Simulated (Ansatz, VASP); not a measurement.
# SnO3: VASP beside Ansatz

```
Sn O
1.0
     3.88274    0.00000    0.00000
    -1.94137    3.36255    0.00000
     0.00000    0.00000    3.97559
Sn O
1 3
Direct
  0.00000 0.00000 0.50000
  0.33333 0.66667 0.50000
  0.66667 0.33333 0.50000
  0.00000 0.00000 0.00000
```

Alike in both runs: functional PBE; k mesh 5 × 5 × 6; occupations gaussian, width 0.2 eV; no spin polarisation.

Ansatz relaxed the structure, and its values are those at the end. VASP's run is a single point on that final structure, the one shown.

|  | VASP | Ansatz |
| --- | --- | --- |
| version | VASP 6.6.1 | Ansatz 0.2.0 |
| potentials or method | VASP PAW PBE potentials, release 64 (Sn_d, O), cutoff 600 eV | scalar-relativistic, plane waves, PAW |
| valence electrons in the cell | 32 | 32 |

|  | VASP | Ansatz | Ansatz less VASP |
| --- | --- | --- | --- |
| gap on the k mesh at the Fermi level (eV) | none | none | - |
| pressure (GPa) | 0.2 | 0.1 | -0.20 |

A gap of «none» marks a metal or a gap that the smearing closes. The functional is the same, so the differences come from potentials, cutoffs and numerics.

The k mesh is coarse, so the values compare programs but aren't converged.
